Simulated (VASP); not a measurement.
A run of VASP 6.6.1:

The input INCAR:

```
SYSTEM = Ho4S
  PREC = Accurate
  ENCUT = 500
  EDIFF = 1E-7
  ISMEAR = 0
  SIGMA = 0.2
  LREAL = .False.
  LASPH = .True.
  NELM = 200
  ALGO = Normal
  ISIF = 3
  LWAVE = .False.
  LCHARG = .False.
  GGA = PE
  IBRION = 2
  NSW = 36
  EDIFFG = -0.08
  GGA_COMPAT = .False.
  NELMIN = 4
  LMAXMIX = 6
```

KPOINTS

```
regular mesh
0
Gamma
  4 4 3
  0 0 0
```

The input POSCAR:

```
Ho4S
1.0
    5.3623565500      0.0000000000      0.0000000000
   -2.6811782800      4.6439370000      0.0000000000
    0.0000000000      0.0000000000      5.8249049800
Ho S
4 1
Direct
    0.5000000000      0.0000000000      0.5000000000
    0.0000000000      0.5000000000      0.5000000000
    0.5000000000      0.5000000000      0.5000000000
    0.0000000000      0.0000000000      0.0000000000
    0.0000000000      0.0000000000      0.5000000000
```

Potentials or basis: VASP PAW PBE potentials, release 64 (Ho_3, S), 4f in core.

Launch:

```sh
$ cat potpaw_PBE.64/Ho_3/POTCAR potpaw_PBE.64/S/POTCAR > POTCAR
$ mpirun -np 1 vasp_std > vasp.out
```

Hardware: 1 thread of Intel(R) Xeon(R) 6975P-C (Granite Rapids) (shared host).

**Question.** Estimate the wall time of this run.

**Answer.** Wall time 89 s on 1 thread of Intel(R) Xeon(R) 6975P-C (Granite Rapids), on a shared host, peak memory 0.26 GiB. Counts: scf iterations 72, k points 8, ion steps 6.
